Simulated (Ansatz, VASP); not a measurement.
Two plane-wave programs on Si2IrPd2

```xyz
5
Lattice="3.8045 0.0000 0.0000 0.0000 3.8045 0.0000 0.0000 0.0000 5.3469" Properties=species:S:1:pos:R:3 pbc="T T T"
Si    0.0000    1.9022    2.6734
Si    1.9022    0.0000    2.6734
Pd    0.0000    0.0000    4.0909
Pd    0.0000    0.0000    1.2560
Ir    1.9022    1.9022    0.0000
```

Alike in both runs: functional PBE; k mesh 10 × 10 × 8; occupations gaussian, width 0.1 eV; no spin polarisation.

Ansatz relaxed the structure, and its values are those at the end. VASP's run is a single point on that final structure, the one shown.

```csv
,VASP,Ansatz
version,VASP 6.6.1,Ansatz 0.2.0
potentials or method,"VASP PAW PBE potentials, release 64 (Si, Pd, Ir), cutoff 500 eV","scalar-relativistic, plane waves, PAW"
valence electrons in the cell,37,61
```

|  | VASP | Ansatz | Ansatz less VASP |
| --- | --- | --- | --- |
| gap on the k mesh at the Fermi level (eV) | none | none | - |
| pressure (GPa) | 0.1 | 0.0 | -0.14 |
| rms of the force components (eV/Å) | 0.029 | 0.000 | -0.0287 |

A gap of «none» marks a metal or a gap that the smearing closes. VASP's potentials hold 37 valence electrons a cell and Ansatz's 61, so a difference there can come from the potentials and not from the codes.

Neither program's run includes spin-orbit coupling.
